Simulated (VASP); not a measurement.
# Cd (Cmcm) in VASP: a series of runs

Runs on Cd. Level: PBEsol. Tasks: single point.

Program: VASP 6.6.1. These are calculated values, not measurements. Logs are shortened: lines on timing, memory, paths and dates and some standing lists are left out, and cuts for length are marked.

**1. The cell of the first run**

It takes space group Cmcm (No. 63, orthorhombic). The conventional cell has a = 2.979 Å, b = 5.250 Å, c = 5.618 Å, α = 90.00°, β = 90.00°, γ = 90.00°. Cd (site symmetry m2m) has 12 Cd at 2.98 to 3.31 Å within 3.9 Å.

**2. Single point, PBEsol (strain +0.0175 x Voigt [0, 1, 0, 0, 0, 0])**

File INCAR:

```
SYSTEM = Cd
ALGO = Fast ; EDIFF = 1E-7
ENCUT = 520 ; GGA = PS
ISIF = 2 ; ISMEAR = 0
LASPH = .TRUE. ; LCHARG = .FALSE.
LREAL = .FALSE. ; LWAVE = .FALSE.
NBANDS = 19 ; NELM = 60
PREC = Accurate ; SIGMA = 0.15
```

File KPOINTS:

```
k-points
0
G
  18 18 8
  0 0 0
```

File POSCAR:

```
Cd
1.0
    2.9788725081      0.0000000000      0.0000000000
   -1.4894362540      2.6249254038      0.0000000000
    0.0000000000      0.0000000000      5.6176500000
Cd
2
Direct
    0.3333333333      0.6666666667      0.2500000000
    0.6666666667      0.3333333333      0.7500000000
```

Potentials or basis: VASP PAW PBE potentials, release 64 (Cd).

On the command line:

```console
$ cat potpaw_PBE.64/Cd/POTCAR > POTCAR
$ mpirun -np 1 vasp_std > vasp.out
```

OUTCAR:

```text
SYSTEM = Cd
   EDIFF = 1E-7
   ENCUT = 520
   GGA = PS
   ISIF = 2
   ISMEAR = 0
   LASPH = .TRUE.
   LREAL = .FALSE.
   NELM = 60
   PREC = Accurate

 ion  position               nearest neighbor table
   1  0.333  0.667  0.250-   2 3.30   2 3.30   2 3.30   2 3.30   2 3.31   2 3.31
   2  0.667  0.333  0.750-   1 3.30   1 3.30   1 3.30   1 3.30   1 3.31   1 3.31

  LATTYP: Found a base centered orthorhombic cell.
 ALAT       =     2.9788725081
 B/A-ratio  =     1.7623616967
 C/A-ratio  =     1.8858309594

  Lattice vectors:

 A1 = (   1.4894362540,  -2.6249254038,   0.0000000000)
 A2 = (   1.4894362541,   2.6249254038,   0.0000000000)
 A3 = (   0.0000000000,   0.0000000000,   5.6176500000)

Analysis of symmetry for initial positions (statically):
=====================================================================
 Subroutine PRICEL returns:
 Original cell was already a primitive cell.

 Routine SETGRP: Setting up the symmetry group for a
 base centered orthorhombic supercell.

 Subroutine GETGRP returns: Found  8 space group operations
 (whereof  4 operations were pure point group operations)
 out of a pool of  8 trial point group operations.

The static configuration has the point symmetry C_2h.
 The point group associated with its full space group is D_2h.

Analysis of symmetry for dynamics (positions and initial velocities):
=====================================================================
 Subroutine PRICEL returns:
 Original cell was already a primitive cell.

 Routine SETGRP: Setting up the symmetry group for a
 base centered orthorhombic supercell.

 Subroutine GETGRP returns: Found  8 space group operations
 (whereof  4 operations were pure point group operations)
 out of a pool of  8 trial point group operations.

The dynamic configuration has the point symmetry C_2h.
 The point group associated with its full space group is D_2h.

 Subroutine INISYM returns: Found  8 space group operations
 (whereof  4 operations are pure point group operations),
 and found     1 'primitive' translations

----------------------------------------------------------------------------------------

                                     Primitive cell

  volume of cell :      43.9262

  direct lattice vectors                    reciprocal lattice vectors
     2.978872508  0.000000000  0.000000000     0.335697482  0.190481603  0.000000000
    -1.489436254  2.624925404  0.000000000     0.000000000  0.380963207  0.000000000
     0.000000000  0.000000000  5.617650000     0.000000000  0.000000000  0.178010378

  length of vectors
     2.978872508  3.018054627  5.617650000     0.385974145  0.380963207  0.178010378

  position of ions in fractional coordinates (direct lattice)
     0.333333333  0.666666667  0.250000000
     0.666666667  0.333333333  0.750000000

  ion indices of the primitive-cell ions
   primitive index   ion index
                 1           1
                 2           2

----------------------------------------------------------------------------------------

 KPOINTS: k-points

Automatic generation of k-mesh.
 Grid dimensions read from file:
 generate k-points for:   18   18    8

 Generating k-lattice:

  Cartesian coordinates                     Fractional coordinates (reciprocal lattice)
     0.018649860  0.010582311  0.000000000     0.055555556 -0.000000000  0.000000000
     0.000000000  0.021164623  0.000000000     0.000000000  0.055555556  0.000000000
     0.000000000  0.000000000  0.022251297     0.000000000  0.000000000  0.125000000

  Length of vectors
     0.021443008  0.021164623  0.022251297

  Shift w.r.t. Gamma in fractional coordinates (k-lattice)
     0.000000000  0.000000000  0.000000000

 Subroutine IBZKPT returns following result:
 ===========================================

 Found    455 irreducible k-points:

 Following reciprocal coordinates:
            Coordinates               Weight
  0.000000  0.000000  0.000000      1.000000
  0.055556 -0.000000  0.000000      4.000000
  0.111111 -0.000000  0.000000      4.000000
  0.166667 -0.000000  0.000000      4.000000
  0.222222 -0.000000  0.000000      4.000000
  0.277778 -0.000000  0.000000      4.000000
[... 16 lines left out ...]
 -0.333333  0.055556  0.000000      4.000000
 -0.277778  0.055556  0.000000      4.000000
 [... further k-points ...]
   k-points           NKPTS =    455   k-points in BZ     NKDIM =    455   number of bands    NBANDS=     19
   number of dos      NEDOS =    301   number of ions     NIONS =      2
   total plane-waves  NPLWV =  24192
   dimension x,y,z NGX =    24 NGY =   24 NGZ =   42
   dimension x,y,z NGXF=    48 NGYF=   48 NGZF=   84
   ions per type =               2
   NGX,Y,Z   is equivalent  to a cutoff of  13.39, 13.22, 12.43 a.u.
   NGXF,Y,Z  is equivalent  to a cutoff of  26.79, 26.44, 24.86 a.u.
 SYSTEM =  Cd
   PREC   = accura    normal or accurate (medium, high low for compatibility)
   ISTART =      0    job   : 0-new  1-cont  2-samecut
   ICHARG =      2    charge: 1-file 2-atom 10-const
   ISPIN  =      1    spin polarized calculation?
   LNONCOLLINEAR =      F non collinear calculations
   LSORBIT =      F    spin-orbit coupling
   LASPH  =      T    aspherical Exc in radial PAW
   ENCUT  =  520.0 eV  38.22 Ry    6.18 a.u.   5.54  5.61 10.45*2*pi/ulx,y,z
   NELM   =     60;   NELMIN=  2; NELMDL= -5     # of ELM steps
   EDIFF  = 0.1E-06   stopping-criterion for ELM
   LREAL  =      F    real-space projection
   EDIFFG = 0.1E-05   stopping-criterion for IOM
   NSW    =      0    number of steps for IOM
   IBRION =     -1    ionic relax: 0-MD 1-quasi-New 2-CG
   NFREE  =      0    steps in history (QN), initial steepest desc. (CG)
   ISIF   =      2    stress and relaxation
   ISYM   =      2    0-nonsym 1-usesym 2-fastsym
   POTIM  = 0.5000    time-step for ionic-motion
   TEBEG  =    0.0;   TEEND  =   0.0 temperature during run
   PSTRESS=    0.0 pullay stress
   NELECT =      24.0000    total number of electrons
   NUPDOWN=      -1.0000    fix difference up-down
   EMIN   =  10.00;   EMAX   =-10.00  energy-range for DOS
   EFERMI =   0.00;   METHOD = LEGACY
   ISMEAR =     0;   SIGMA  =   0.15  broadening in eV -4-tet -1-fermi 0-gaus
   EFERMI_NEDOS =   21; number of points for ismear=-14 and -15
   IALGO  =     68    algorithm
   IMIX   =      4    mixing-type and parameters
     AMIX     =   0.40;   BMIX     =  1.00
     AMIX_MAG =   1.60;   BMIX_MAG =  1.00
  volume/ion in A,a.u.               =      21.96       148.21
  Fermi-wavevector in a.u.,A,eV,Ry     =   1.338353  2.529121 24.370608  1.791189
  Thomas-Fermi vector in A             =   2.466830
   LORBIT       =      0    0 simple, 1 ext, 2 COOP (PROOUT), +10 PAW based schemes
   GGA     = PS    functional components
   LHFCALC =     F    Hartree Fock is set to
   AEXX    =    0.0000 exact exchange contribution
   IVDW    =     0    specifies the selected vdW correction
   LEPSILON=     F    determine dielectric tensor
   LRPA    =     F    only Hartree local field effects (RPA)
 non-spin polarized calculation
 RMM-DIIS sequential band-by-band and
 Gauss-broadening in eV      SIGMA  =   0.15
  energy-cutoff  :      520.00
  volume of cell :       43.93
 maximum number of plane-waves:      1208
 NGX is ok and might be reduce to    24
   NGX = 11   NGY = 11   NGZ = 21

 number of electron      23.9999995 magnetization

 Free energy of the ion-electron system (eV)
  ---------------------------------------------------
  ext. energy  EPLUGINS =         0.00000000
  ---------------------------------------------------
  free energy    TOTEN  =        -2.39014196 eV

  energy without entropy =       -2.38361061  energy(sigma->0) =       -2.38687628

 E-fermi :   2.7459     XC(G=0): -11.1200

 val. band max:        2.7444470527   @ k =  -0.4444   0.0556   0.0000
 cond. band min:       2.7465437924   @ k =  -0.2778   0.1111   0.1250
 fundamental gap:      0.0020967396
 Fermi energy:         2.7459277483

 k-point     1 :       0.0000    0.0000    0.0000
  band No.  band energies     occupation
      1      -7.0847      2.00000
      2      -6.8132      2.00000
      3      -6.5202      2.00000
      4      -6.4663      2.00000
      5      -6.4269      2.00000
      6      -6.3770      2.00000
[... 11 lines left out ...]
     18      17.5711      0.00000
     19      18.1170      0.00000

 k-point     2 :       0.0556   -0.0000    0.0000
  band No.  band energies     occupation
      1      -7.0523      2.00000
      2      -6.7822      2.00000
      3      -6.5049      2.00000
      4      -6.4515      2.00000
      5      -6.4265      2.00000
      6      -6.3768      2.00000
[... 11 lines left out ...]
     18      17.5548      0.00000
     19      18.4174      0.00000

 k-point     3 :       0.1111   -0.0000    0.0000
  band No.  band energies     occupation
      1      -6.9684      2.00000
      2      -6.7154      2.00000
      3      -6.5027      2.00000
      4      -6.4496      2.00000
      5      -6.3753      2.00000
      6      -6.3290      2.00000
[... 11 lines left out ...]
     18      17.4212      0.00000
     19      18.5178      0.00000

 k-point     4 :       0.1667   -0.0000    0.0000
  band No.  band energies     occupation
      1      -6.8905      2.00000
      2      -6.6529      2.00000
      3      -6.5537      2.00000
      4      -6.4154      2.00000
      5      -6.2547      2.00000
      6      -6.2124      2.00000
[... 11 lines left out ...]
     18      16.2753      0.00000
     19      16.6883      0.00000

 k-point     5 :       0.2222   -0.0000    0.0000
  band No.  band energies     occupation
      1      -6.9049      2.00000
      2      -6.6703      2.00000
      3      -6.5192      2.00000
      4      -6.3554      2.00000
      5      -6.3085      2.00000
      6      -6.1106      2.00000
[... 11 lines left out ...]
     18      15.5203      0.00000
     19      15.6922      0.00000
[... 334 lines left out ...]
      2      -6.9421      2.00000
      3      -6.8257      2.00000
      4      -6.3830      2.00000
      5      -6.2443      2.00000
      6      -6.1778      2.00000
[... 11 lines left out ...]
     18      14.8168      0.00000
     19      15.5917      0.00000

 k-point    22 :      -0.3889    0.0556    0.0000
  band No.  band energies     occupation
      1      -7.0811      2.00000
      2      -6.8776      2.00000
      3      -6.7360      2.00000
      4      -6.3416      2.00000
      5      -6.2498      2.00000
      6      -6.2039      2.00000
[... 11 lines left out ...]
     18      15.2785      0.00000
     19      15.8986      0.00000

 k-point    23 :      -0.3333    0.0556    0.0000
  band No.  band energies     occupation
      1      -6.9969      2.00000
      2      -6.7896      2.00000
      3      -6.6069      2.00000
      4      -6.3513      2.00000
      5      -6.2830      2.00000
      6      -6.1492      2.00000
[... 11 lines left out ...]
     18      15.9212      0.00000
     19      16.0955      0.00000

 k-point    24 :      -0.2778    0.0556    0.0000
  band No.  band energies     occupation
      1      -6.9090      2.00000
      2      -6.6890      2.00000
      3      -6.4763      2.00000
      4      -6.4478      2.00000
      5      -6.2608      2.00000
      6      -6.2142      2.00000
[... 11 lines left out ...]
     18      15.7051      0.00000
     19      16.3526      0.00000

 [... further k-points ...]
[... 5 lines left out ...]
  --------------------------------------------------------------------------------------
  -------------------------------------------------------------------------------------
  Total       -0.5306121     -0.7162637     -0.4696395     -0.0000000     -0.0000000      0.0000000
  in kB      -19.3537064    -26.1252220    -17.1297741     -0.0000000     -0.0000000      0.0000000
  external PRESSURE =     -20.8695675 kB  Pullay stress =       0.0000000 kB

 VOLUME and BASIS-vectors are now :
 -----------------------------------------------------------------------------
  energy-cutoff  :      520.00
  volume of cell :       43.93
      direct lattice vectors                 reciprocal lattice vectors
     2.978872508  0.000000000  0.000000000     0.335697482  0.190481603  0.000000000
    -1.489436254  2.624925404  0.000000000     0.000000000  0.380963207  0.000000000
     0.000000000  0.000000000  5.617650000     0.000000000  0.000000000  0.178010378

 POSITION                                       TOTAL-FORCE (eV/Angst)
 -----------------------------------------------------------------------------------
     -0.00000      1.74995      1.40441        -0.000000     -0.013045      0.000000
      1.48944      0.87498      4.21324         0.000000      0.013045     -0.000000
 -----------------------------------------------------------------------------------
    total drift:                               -0.000000      0.000000     -0.000000

  FREE ENERGIE OF THE ION-ELECTRON SYSTEM (eV)
  ---------------------------------------------------
  free  energy   TOTEN  =        -2.3901419617 eV

  energy  without entropy=       -2.3836106054  energy(sigma->0) =       -2.38687628
```

It took 4.4 min on 1 thread of Intel Xeon 8259CL, shared host; peak memory 0.4 GiB.

Results:

* Free energy: -2.3901 eV
* Pressure: -2.1 GPa
* Largest force: 0.013 eV/Å
* Band gap on the k mesh: zero (bands 12 and 13 overlap by 4.37 eV)

Forces on the atoms (eV/Å):
```
Cd   0.000 -0.013  0.000
Cd   0.000  0.013  0.000
```

Stress tensor (GPa, compression positive):
```
-1.94  0.00  0.00
 0.00 -2.61  0.00
 0.00  0.00 -1.71
```

Levels at points of the mesh, in eV from the Fermi level:
```csv
k point,band 9,band 10,band 11,band 12,band 13,band 14,band 15,band 16
"(0.00, 0.00, 0.00)",-8.71,-8.48,-8.46,-3.04,-3.04,10.59,13.96,14.50
"(0.50, 0.00, 0.00)",-8.22,-8.19,-2.38,-1.91,1.94,2.98,3.08,5.18
"(0.00, 0.50, 0.00)",-8.24,-8.21,-2.50,-2.10,1.79,2.80,2.88,5.04
"(0.00, 0.00, 0.50)",-8.57,-8.57,-7.37,-7.37,3.71,3.71,14.45,14.45
"(0.50, 0.00, 0.50)",-8.21,-8.21,-1.57,-1.57,-0.01,-0.01,8.04,8.04
"(0.00, 0.50, 0.50)",-8.22,-8.22,-1.68,-1.68,-0.23,-0.23,7.89,7.89
```

Caveat: the cell differs from its parent crystal (strain +0.0175 x Voigt [0, 1, 0, 0, 0, 0]); the PAW data sets were made with another functional, which shifts forces and pressure a little.

**3. Single point, PBEsol (strain +0.0200 x Voigt [0, 1, 0, 0, 0, 0])**

File INCAR:

```
ALGO = Fast
EDIFF = 1E-7
ENCUT = 520
GGA = PS
ISIF = 2
ISMEAR = 0
LASPH = T
LCHARG = F
LREAL = F
LWAVE = F
NBANDS = 19
NELM = 80
PREC = Accurate
SIGMA = 0.15
```

File KPOINTS:

```
k-points
0
Gamma
  18 18 8
```

File POSCAR:

```
Cd
1.0
    2.9788725081      0.0000000000      0.0000000000
   -1.4894362540      2.6313748520      0.0000000000
    0.0000000000      0.0000000000      5.6176500000
Cd
2
Direct
    0.3333333333      0.6666666667      0.2500000000
    0.6666666667      0.3333333333      0.7500000000
```

Potentials or basis: VASP PAW PBE potentials, release 64 (Cd).

On the command line:

```console
$ cat potpaw_PBE.64/Cd/POTCAR > POTCAR
$ mpirun -np 1 vasp_std > vasp.out
```

Run time: 4.8 min. Hardware: 1 thread of Intel Xeon 8259CL, shared host; peak memory 0.41 GiB.

It converged, with:

- Free energy: -2.3883 eV
- Pressure: -2.2 GPa
- Largest force: 0.015 eV/Å
- Band gap on the k mesh: zero (bands 12 and 13 overlap by 4.34 eV)

Forces in eV/Å, atoms in the order of the input:
```
Cd   0.000 -0.015  0.000
Cd   0.000  0.015  0.000
```

Stress tensor (GPa, compression positive):
```
-2.02  0.00  0.00
 0.00 -2.76  0.00
 0.00  0.00 -1.83
```

Levels at points of the mesh, in eV from the Fermi level:
| k point | band 10 | band 11 | band 12 | band 13 | band 14 | band 15 |
| --- | --- | --- | --- | --- | --- | --- |
| (0.00, 0.00, 0.00) | -8.47 | -8.45 | -3.02 | -3.02 | 10.61 | 13.88 |
| (0.50, 0.00, 0.00) | -8.19 | -2.37 | -1.91 | 1.95 | 2.98 | 3.09 |
| (0.00, 0.50, 0.00) | -8.21 | -2.51 | -2.12 | 1.79 | 2.79 | 2.86 |
| (0.00, 0.00, 0.50) | -8.56 | -7.35 | -7.35 | 3.72 | 3.72 | 14.40 |
| (0.50, 0.00, 0.50) | -8.20 | -1.55 | -1.55 | -0.01 | -0.01 | 8.06 |
| (0.00, 0.50, 0.50) | -8.22 | -1.68 | -1.68 | -0.25 | -0.25 | 7.89 |

Caveat: the cell differs from its parent crystal (strain +0.0200 x Voigt [0, 1, 0, 0, 0, 0]); the PAW data sets were made with another functional, which shifts forces and pressure a little.
